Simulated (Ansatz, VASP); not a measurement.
GaN: VASP beside Ansatz

```
CELL_PARAMETERS angstrom
0.00000 2.19716 2.36618
2.19716 0.00000 2.36618
2.19716 2.19716 0.00000
ATOMIC_POSITIONS crystal
Ga 0.00000 0.00000 0.00000
N 0.75000 0.75000 0.75000
```

Change from the starting cell: strain -0.025 along x and y, +0.050 along z, atoms carried along.

Alike in both runs: task single point; functional r2SCAN; k mesh 10 × 10 × 10; occupations gaussian, width 0.05 eV; no spin polarisation.

```csv
,VASP,Ansatz
version,VASP 6.6.1,Ansatz 0.2.0
potentials or method,"VASP PAW PBE potentials, release 64 (Ga_d, N), cutoff 520 eV","scalar-relativistic, plane waves, PAW"
valence electrons in the cell,18,18
```

```tsv
	VASP	Ansatz	Ansatz less VASP
gap on the k mesh at the Fermi level (eV)	1.98	1.99	+0.008
least direct gap on the mesh (eV)	1.98	1.99	+0.008
pressure (GPa)	-0.1	-1.2	-1.12
traceless stress, the component that is largest in VASP (GPa)	-7.68	-7.75	-0.078
```

VASP's potentials were made for PBE, not for r2SCAN.
